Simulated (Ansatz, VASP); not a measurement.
# One calculation of TaWC2, two programs

```xyz
4
Lattice="1.5719 0.9075 5.1016 -1.5719 0.9075 5.1016 0.0000 -1.8150 5.1016" Properties=species:S:1:pos:R:3 pbc="T T T"
W     0.0000    0.0000    0.0000
Ta    0.0000    0.0000    7.6524
C     0.0000    0.0000    3.8405
C     0.0000    0.0000   11.4644
```

Alike in both runs: functional PBEsol; k mesh 10 × 10 × 10; occupations fermi-dirac, width 0.05 eV; no spin polarisation; Hubbard terms Ta d U = 6.0 eV, W d U = 6.0 eV.

```csv
,VASP,Ansatz
version,VASP 6.6.1,Ansatz 0.2.0
potentials or method,"VASP PAW PBE potentials, release 64 (W_sv, Ta_pv, C), cutoff 520 eV","all-electron LAPW, scalar-relativistic"
task,single point,density of states
```

VASP gave:

- gap on the k mesh at the Fermi level (eV): none
- pressure (GPa): 4.9
- traceless stress, the component that is largest in VASP (GPa): 0.13
- rms of the force components (eV/Å): 0.030

**Question.** Which values does Ansatz return?

**Answer.** gap on the k mesh at the Fermi level (eV): none; pressure (GPa): -7.2; traceless stress, the component that is largest in VASP (GPa): -0.66; rms of the force components (eV/Å): 0.111.

VASP's potentials were made for PBE, not for PBEsol. The programs project onto different local orbitals, so the same U acts differently, and such runs can settle in different states. Atom by atom the forces differ by 0.141 eV/Å (rms over components). A gap of «none» marks a metal or a gap that the smearing closes. Ansatz ran all-electron here, and VASP with PAW potentials.

Neither program's run includes spin-orbit coupling. Noted on Ansatz's run: U is the effective U less J, on atomic orbitals that reach past the spheres.
